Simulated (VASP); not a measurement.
Input of a VASP 6.6.1 run:

Contents of INCAR:

```
SYSTEM = S
PREC = Accurate ; ENCUT = 520
EDIFF = 1E-6 ; ISMEAR = -1
SIGMA = 0.05 ; LREAL = .False.
LASPH = .True. ; NELM = 60
ALGO = Normal ; ISIF = 2
LWAVE = .False. ; LCHARG = .True.
LELF = .True. ; LVHAR = .True.
NBANDS = 13
```

Contents of KPOINTS:

```
Automatic mesh
0
Gamma
  13 13 13
  0 0 0
```

File POSCAR:

```
S
1.0
    0.0000000000      2.7693600248      2.7693600248
    2.7693600248      0.0000000000      2.7693600248
    2.7693600248      2.7693600248      0.0000000000
S
2
Direct
   -0.1250000000     -0.1250000000     -0.1250000000
    0.1250000000      0.1250000000      0.1250000000
```

Potentials or basis: VASP PAW LDA potentials, release 64 (S).

The run is started by

```bash
$ cat potpaw_LDA.64/S/POTCAR > POTCAR
$ mpirun -np 1 vasp_std > vasp.out
```

Problem. What does it give for the band gap on the k mesh?

Solution. Zero (band 6 reaches 5.18 eV, above the bottom of band 7 at 3.57 eV).

Problem. Predict the pressure.

Solution. 2.9 GPa.
